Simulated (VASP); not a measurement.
Input of a VASP 6.6.1 run:

INCAR

```
SYSTEM = SnO2
ALGO = Normal ; EDIFF = 1E-7
ENCUT = 520 ; ISIF = 2
ISMEAR = -1 ; LASPH = .TRUE.
LCHARG = .FALSE. ; LREAL = .FALSE.
LWAVE = .FALSE. ; NBANDS = 35
NELM = 80 ; PREC = Accurate
SIGMA = 0.02
```

The input KPOINTS:

```
k-points
0
G
  6 6 8
  0 0 0
```

File POSCAR:

```
SnO2
1.0
    4.7223237270      0.0000000000      0.0000000000
    0.0000000000      4.7223237270      0.0000000000
    0.0000000000      0.0000000000      3.1904126840
Sn O
2 4
Direct
    0.0000000000      0.0000000000      0.0000000000
    0.5000000000      0.5000000000      0.5000000000
    0.3060632852      0.3060632852      0.0000000000
    0.1939367148      0.8060632852      0.5000000000
    0.8060632852      0.1939367148      0.5000000000
    0.6939367148      0.6939367148      0.0000000000
```

Potentials or basis: VASP PAW LDA potentials, release 64 (Sn_d, O).

Launch:

```console
$ cat potpaw_LDA.64/Sn_d/POTCAR potpaw_LDA.64/O/POTCAR > POTCAR
$ mpirun -np 1 vasp_std > vasp.out
```

**Question.** What does it give for the pressure?

**Answer.** 1.1 GPa.

**Question.** What does it give for the band gap on the k mesh?

**Answer.** 1.20 eV, direct.

**Question.** Predict the largest force.

**Answer.** 0.020 eV/Å.

Stress tensor (GPa, compression positive):
```
0.92 0.00 0.00
0.00 0.92 0.00
0.00 0.00 1.38
```

Caveat: spin-orbit coupling is left out, which moves the levels of the heavy elements.
